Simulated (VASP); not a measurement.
Wanted: the native input for a VASP 6.6.1 run.

```
Task                   : single point
Functional             : PBE
Potentials or basis    : VASP PAW PBE potentials, release 64 (Rb_sv, H)
Cutoff                 : 520 eV
k mesh                 : 6 × 6 × 4
Occupations            : gaussian, width 0.1 eV
Spin                   : no spin polarisation
Dipole correction      : no
Further INCAR settings : ALGO = Normal; EDIFF = 1e-06; NBANDS = 18
```

The structure of Rb2H3 lies in POSCAR:

```
Rb2H3
1.0
    4.8695845128     -0.0091241209     -0.0106479923
   -2.4427798088      4.3138559846     -0.0075293828
   -0.0115820747     -0.0180675160      5.9816453633
Rb H
2 3
Direct
    0.3358532953      0.6669268391      0.2345972934
    0.6645779348      0.3289171312      0.7634236623
   -0.0033926221      0.0167660625      1.0073330336
    0.3373115580      0.6657287648      0.7343970438
    0.6656498340      0.3216612023      0.2602489668
```

One way to write it, as run:

INCAR

```
SYSTEM = Rb2H3
PREC     = Accurate       ! precision mode
ENCUT    = 520            ! plane-wave cutoff, eV
EDIFF    = 1E-6           ! SCF threshold, eV
ISMEAR   = 0              ! smearing method
SIGMA    = 0.1            ! smearing width, eV
LREAL    = .False.        ! projectors in reciprocal space
LASPH    = .True.         ! aspherical terms in the spheres
NELM     = 60             ! most SCF steps
ALGO     = Normal         ! electronic algorithm
ISIF     = 2              ! what is computed and relaxed
LWAVE    = .False.        ! write WAVECAR
LCHARG   = .True.         ! write CHGCAR
GGA      = PE             ! functional
LELF     = .True.         ! ELF
LVHAR    = .True.       
NBANDS   = 18             ! bands
```

KPOINTS

```
regular mesh
0
Gamma
  6 6 4
  0 0 0
```

Potentials or basis: VASP PAW PBE potentials, release 64 (Rb_sv, H).

Run with:

```console
$ cat potpaw_PBE.64/Rb_sv/POTCAR potpaw_PBE.64/H/POTCAR > POTCAR
$ mpirun -np 1 vasp_std > vasp.out
```

Results of the run:

The pressure is 0.1 GPa. The largest force is 0.012 eV/Å and the band gap on the k mesh is zero (an odd number of electrons rules out a gap without spin polarisation).

Caveat: an odd number of electrons without spin polarisation forces a metal; a magnetic or distorted state may lie lower.

Wall time 86 s on 1 thread of Intel(R) Xeon(R) 6975P-C (Granite Rapids), with other jobs on the host, peak memory 0.33 GiB.
